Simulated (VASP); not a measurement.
The system is Te.

```xyz
1
Lattice="3.4732 0.0000 0.0000 -1.7366 3.0079 0.0000 0.0000 0.0000 3.2453" Properties=species:S:1:pos:R:3 pbc="T T T"
Te    0.0000    0.0000    0.0000
```

* Program: VASP 6.6.1
* Task: relaxation of cell and atoms
* Functional: PBE
* Potentials or basis: VASP PAW PBE potentials, release 64 (Te)
* Cutoff: 600 eV
* k mesh: 6 × 6 × 6
* Occupations: gaussian, width 0.1 eV
* Spin: no spin polarisation

At the start: pressure -4.2 GPa; volume 33.90 Å³/atom.

Task: How do energy, volume and symmetry change on relaxing?

Result: Over 3 steps the energy falls by 46.8 meV/atom and the volume is 30.66 Å³/atom (-9.6 %); space group P6/mmm (No. 191, to 0.05 Å).

The path:
| step | energy change (eV) | largest force (eV/Å) | pressure (GPa) | volume (Å³) |
| --- | --- | --- | --- | --- |
| 1 | 0.0000 | 0.0000 | -4.16 | 33.90 |
| 2 | -0.0421 | 0.0000 | 1.71 | 29.76 |
| 3 | -0.0468 | 0.0000 | 0.00 | 30.66 |

Final structure:
```xyz
1
Lattice="3.3635 0.0000 0.0000 -1.6818 2.9129 0.0000 0.0000 0.0000 3.1293" Properties=species:S:1:pos:R:3 pbc="T T T"
Te   -1.6818    2.9129    3.1293
```
